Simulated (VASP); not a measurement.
# MgS (F-43m) in VASP: further runs, part 2 of 3

VASP 6.6.1.

## Step 3: Single point, HSE06 (strain +1.0%)

Input file POSCAR:

```
MgS
1.0
    0.0000000000      2.8591856096      2.8591856096
    2.8591856096      0.0000000000      2.8591856096
    2.8591856096      2.8591856096      0.0000000000
Mg S
1 1
Direct
    0.0000000000      0.0000000000      0.0000000000
    0.2500000000      0.2500000000      0.2500000000
```

Input file INCAR.step1:

```
PREC = Accurate ; ENCUT = 520
EDIFF = 1E-5 ; ISMEAR = 0
SIGMA = 0.01 ; LREAL = F
LASPH = T ; NELM = 80
ALGO = Normal ; ISIF = 2
LWAVE = T ; LCHARG = F
GGA = PE ; NBANDS = 11
```

Input file INCAR.step2:

```
PREC = Accurate ; ENCUT = 520
EDIFF = 1E-7 ; ISMEAR = 0
SIGMA = 0.01 ; LREAL = F
LASPH = T ; NELM = 80
ALGO = Normal ; ISIF = 2
LWAVE = F ; LCHARG = F
GGA = PE ; LHFCALC = T
HFSCREEN = 0.2079 ; PRECFOCK = Normal
ISTART = 1 ; NBANDS = 11
```

Input file KPOINTS:

```
regular mesh
0
Gamma
  6 6 6
```

Potentials or basis: VASP PAW PBE potentials, release 64 (Mg, S).

On the command line:

```sh
$ cat potpaw_PBE.64/Mg/POTCAR potpaw_PBE.64/S/POTCAR > POTCAR
$ cp INCAR.step1 INCAR
$ mpirun -np 1 vasp_std > vasp.out
$ cp INCAR.step2 INCAR
$ mpirun -np 1 vasp_std > vasp.out
```

OUTCAR:

```text
PREC = Accurate
   ENCUT = 520
   EDIFF = 1E-7
   ISMEAR = 0
   LREAL = F
   LASPH = T
   NELM = 80
   ISIF = 2
   GGA = PE
   LHFCALC = T
   HFSCREEN = 0.2079
   PRECFOCK = Normal
   ISTART = 1

 ion  position               nearest neighbor table
   1  0.000  0.000  0.000-   2 2.48   2 2.48   2 2.48   2 2.48
   2  0.250  0.250  0.250-   1 2.48   1 2.48   1 2.48   1 2.48

  LATTYP: Found a face centered cubic cell.
 ALAT       =     5.7183712192

  Lattice vectors:

 A1 = (   0.0000000000,   2.8591856096,   2.8591856096)
 A2 = (   2.8591856096,   0.0000000000,   2.8591856096)
 A3 = (   2.8591856096,   2.8591856096,   0.0000000000)

Analysis of symmetry for initial positions (statically):
=====================================================================
 Subroutine PRICEL returns:
 Original cell was already a primitive cell.

 Routine SETGRP: Setting up the symmetry group for a
 face centered cubic supercell.

 Subroutine GETGRP returns: Found 24 space group operations
 (whereof 24 operations were pure point group operations)
 out of a pool of 48 trial point group operations.

The static configuration has the point symmetry T_d .

Analysis of symmetry for dynamics (positions and initial velocities):
=====================================================================
 Subroutine PRICEL returns:
 Original cell was already a primitive cell.

 Routine SETGRP: Setting up the symmetry group for a
 face centered cubic supercell.

 Subroutine GETGRP returns: Found 24 space group operations
 (whereof 24 operations were pure point group operations)
 out of a pool of 48 trial point group operations.

The dynamic configuration has the point symmetry T_d .

 Subroutine INISYM returns: Found 24 space group operations
 (whereof 24 operations are pure point group operations),
 and found     1 'primitive' translations

----------------------------------------------------------------------------------------

                                     Primitive cell

  volume of cell :      46.7474

  direct lattice vectors                    reciprocal lattice vectors
     0.000000000  2.859185610  2.859185610    -0.174874971  0.174874971  0.174874971
     2.859185610  0.000000000  2.859185610     0.174874971 -0.174874971  0.174874971
     2.859185610  2.859185610  0.000000000     0.174874971  0.174874971 -0.174874971

  length of vectors
     4.043499066  4.043499066  4.043499066     0.302892334  0.302892334  0.302892334

  position of ions in fractional coordinates (direct lattice)
     0.000000000  0.000000000  0.000000000
     0.250000000  0.250000000  0.250000000

  ion indices of the primitive-cell ions
   primitive index   ion index
                 1           1
                 2           2

----------------------------------------------------------------------------------------

 KPOINTS: regular mesh

Automatic generation of k-mesh.
 Grid dimensions read from file:
 generate k-points for:    6    6    6

[... 37 lines left out ...]
   number of dos      NEDOS =    301   number of ions     NIONS =      2
   total plane-waves  NPLWV =  27000
   dimension x,y,z NGX =    30 NGY =   30 NGZ =   30
   dimension x,y,z NGXF=    60 NGYF=   60 NGZF=   60
   ions per type =               1   1
   NGX,Y,Z   is equivalent  to a cutoff of  12.33, 12.33, 12.33 a.u.
   NGXF,Y,Z  is equivalent  to a cutoff of  24.67, 24.67, 24.67 a.u.
 SYSTEM =  unknown system
   PREC   = accura    normal or accurate (medium, high low for compatibility)
   ISTART =      1    job   : 0-new  1-cont  2-samecut
   ICHARG =      0    charge: 1-file 2-atom 10-const
   ISPIN  =      1    spin polarized calculation?
   LNONCOLLINEAR =      F non collinear calculations
   LSORBIT =      F    spin-orbit coupling
   LASPH  =      T    aspherical Exc in radial PAW
   ENCUT  =  520.0 eV  38.22 Ry    6.18 a.u.   7.52  7.52  7.52*2*pi/ulx,y,z
   NELM   =     80;   NELMIN=  2; NELMDL=  0     # of ELM steps
   EDIFF  = 0.1E-06   stopping-criterion for ELM
   LREAL  =      F    real-space projection
   EDIFFG = 0.1E-05   stopping-criterion for IOM
   NSW    =      0    number of steps for IOM
   IBRION =     -1    ionic relax: 0-MD 1-quasi-New 2-CG
   NFREE  =      0    steps in history (QN), initial steepest desc. (CG)
   ISIF   =      2    stress and relaxation
   ISYM   =      3    0-nonsym 1-usesym 2-fastsym
   POTIM  = 0.5000    time-step for ionic-motion
   TEBEG  =    0.0;   TEEND  =   0.0 temperature during run
   PSTRESS=    0.0 pullay stress
   NELECT =       8.0000    total number of electrons
   NUPDOWN=      -1.0000    fix difference up-down
   EMIN   =  10.00;   EMAX   =-10.00  energy-range for DOS
   EFERMI =   0.00;   METHOD = LEGACY
   ISMEAR =     0;   SIGMA  =   0.01  broadening in eV -4-tet -1-fermi 0-gaus
   EFERMI_NEDOS =   21; number of points for ismear=-14 and -15
   IALGO  =     38    algorithm
   IMIX   =      1    mixing-type and parameters
     AMIX     =   0.40;   BMIX     =  1.00
     AMIX_MAG =   1.60;   BMIX_MAG =  1.00
  volume/ion in A,a.u.               =      23.37       157.73
  Fermi-wavevector in a.u.,A,eV,Ry     =   0.908906  1.717584 11.239920  0.826111
  Thomas-Fermi vector in A             =   2.032888
   LORBIT       =      0    0 simple, 1 ext, 2 COOP (PROOUT), +10 PAW based schemes
   GGA     = PE    functional components
   LHFCALC =     T    Hartree Fock is set to
   PRECFOCK=normal    Normal, Fast or Accurate (Low or Medium for compatibility)
   ENCUT4O =  -1.0   cutoff for four orbital integrals eV
   NKREDX  =     1    reduce k-point grid by
   NKREDY  =     1    reduce k-point grid by
   NKREDZ  =     1    reduce k-point grid by
   AEXX    =    0.2500 exact exchange contribution
   HFSCREEN=    0.2079 screening length (either q_TF or 0.3 A-1)
   HFSCREENC=   0.2079 screening length for correlation (either q_TF or 0.3 A-1)
   ENCUTFOCK=  -1.0 apply spherical cutoff to Coloumb kernel
   IVDW    =     0    specifies the selected vdW correction
   LEPSILON=     F    determine dielectric tensor
   LRPA    =     F    only Hartree local field effects (RPA)
 non-spin polarized calculation
 Gauss-broadening in eV      SIGMA  =   0.01
  energy-cutoff  :      520.00
  volume of cell :       46.75
 maximum number of plane-waves:      1278
  NGX = 24; NGY = 24; NGZ = 24

 number of electron       8.0000001 magnetization

 Free energy of the ion-electron system (eV)
  ---------------------------------------------------
  ext. energy  EPLUGINS =         0.00000000
  ---------------------------------------------------
  free energy    TOTEN  =        -9.83745735 eV

  energy without entropy =       -9.83745735  energy(sigma->0) =       -9.83745735

 E-fermi :   0.2560     XC(G=0):  -6.9294

 val. band max:        0.1527020640   @ k =   0.0000   0.0000   0.0000
 cond. band min:       4.5054981565   @ k =   0.0000   0.0000   0.0000
 fundamental gap:      4.3527960925
 Fermi energy:         0.2559612713

 k-point     1 :       0.0000    0.0000    0.0000
  band No.  band energies     occupation
      1     -12.1676      2.00000
      2       0.1527      2.00000
      3       0.1527      2.00000
      4       0.1527      2.00000
      5       4.5055      0.00000
      6       9.2493      0.00000
      7       9.2493      0.00000
      8       9.2493      0.00000
      9      12.2754      0.00000
     10      12.2754      0.00000
     11      14.9396      0.00000
[... 197 lines left out ...]
 k-point    16 :      -0.3333    0.5000    0.1667
  band No.  band energies     occupation
      1     -11.2299      2.00000
      2      -2.4859      2.00000
      3      -1.4716      2.00000
      4      -1.1472      2.00000
      5       6.1400      0.00000
      6       8.0781      0.00000
      7      10.6967      0.00000
      8      10.7173      0.00000
      9      13.9012      0.00000
     10      15.2784      0.00000
     11      15.4443      0.00000

------------------------ aborting loop because EDIFF is reached ----------------------------------------

  FORCE on cell =-STRESS in cart. coord.  units (eV):
  Direction    XX          YY          ZZ          XY          YZ          ZX
  --------------------------------------------------------------------------------------
  -------------------------------------------------------------------------------------
  Total       -0.5274886     -0.5274886     -0.5274886      0.0000000      0.0000000      0.0000000
  in kB      -18.0786772    -18.0786772    -18.0786772      0.0000000      0.0000000      0.0000000
  external PRESSURE =     -18.0786772 kB  Pullay stress =       0.0000000 kB

 VOLUME and BASIS-vectors are now :
 -----------------------------------------------------------------------------
  energy-cutoff  :      520.00
  volume of cell :       46.75
      direct lattice vectors                 reciprocal lattice vectors
     0.000000000  2.859185610  2.859185610    -0.174874971  0.174874971  0.174874971
     2.859185610  0.000000000  2.859185610     0.174874971 -0.174874971  0.174874971
     2.859185610  2.859185610  0.000000000     0.174874971  0.174874971 -0.174874971

 POSITION                                       TOTAL-FORCE (eV/Angst)
 -----------------------------------------------------------------------------------
      0.00000      0.00000      0.00000         0.000000      0.000000      0.000000
      1.42959      1.42959      1.42959        -0.000000     -0.000000     -0.000000
 -----------------------------------------------------------------------------------
    total drift:                               -0.000000     -0.000000     -0.000000

  FREE ENERGIE OF THE ION-ELECTRON SYSTEM (eV)
  ---------------------------------------------------
  free  energy   TOTEN  =        -9.8374573542 eV

  energy  without entropy=       -9.8374573542  energy(sigma->0) =       -9.83745735
```

OSZICAR.step1:

```text
N       E                     dE             d eps       ncg     rms          rms(c)
DAV:   1     0.246393944555E+02    0.24639E+02   -0.34335E+03   352   0.576E+02
DAV:   2    -0.717694038885E+01   -0.31816E+02   -0.30244E+02   436   0.951E+01
DAV:   3    -0.897966969435E+01   -0.18027E+01   -0.17999E+01   406   0.258E+01
DAV:   4    -0.899485432892E+01   -0.15185E-01   -0.15183E-01   444   0.287E+00
DAV:   5    -0.899502022788E+01   -0.16590E-03   -0.16590E-03   418   0.287E-01    0.397E+00
DAV:   6    -0.849733519131E+01    0.49769E+00   -0.12751E+00   379   0.415E+00    0.302E+00
DAV:   7    -0.846389073927E+01    0.33444E-01   -0.26605E-01   421   0.208E+00    0.236E+00
DAV:   8    -0.847170965175E+01   -0.78189E-02   -0.24314E-02   388   0.939E-01    0.134E+00
DAV:   9    -0.847079922486E+01    0.91043E-03   -0.24045E-03   397   0.241E-01    0.458E-01
DAV:  10    -0.847101802316E+01   -0.21880E-03   -0.73942E-04   400   0.126E-01    0.913E-02
DAV:  11    -0.847102447350E+01   -0.64503E-05   -0.55743E-05   418   0.303E-02
   1 F= -.84710245E+01 E0= -.84710245E+01  d E =-.275436E-39
```

It took 18 min on 1 thread of Intel Xeon Platinum 8259CL at 2.50GHz (Skylake/Cascade Lake), shared host; peak memory 0.29 GiB.

Results:

```
Free energy            : -9.8375 eV
Pressure               : -1.8 GPa
Band gap on the k mesh : 4.35 eV
```

Levels at points of the mesh, in eV from the valence-band top:
```tsv
k point	band 2	band 3	band 4	band 5	band 6	band 7
(0.00, 0.00, 0.00)	0.00	0.00	0.00	4.35	9.10	9.10
(0.50, 0.00, 0.00)	-3.28	-0.35	-0.35	6.11	8.78	8.78
(0.50, 0.50, 0.00)	-2.96	-1.09	-1.09	4.87	6.70	12.33
```

Caveat: the cell differs from its parent crystal (strain +1.0%); the structure was generated, so it needn't be the stable form of MgS; the PAW data sets were made with another functional, which shifts forces and pressure a little.

(Continued in part 3 of 3.)
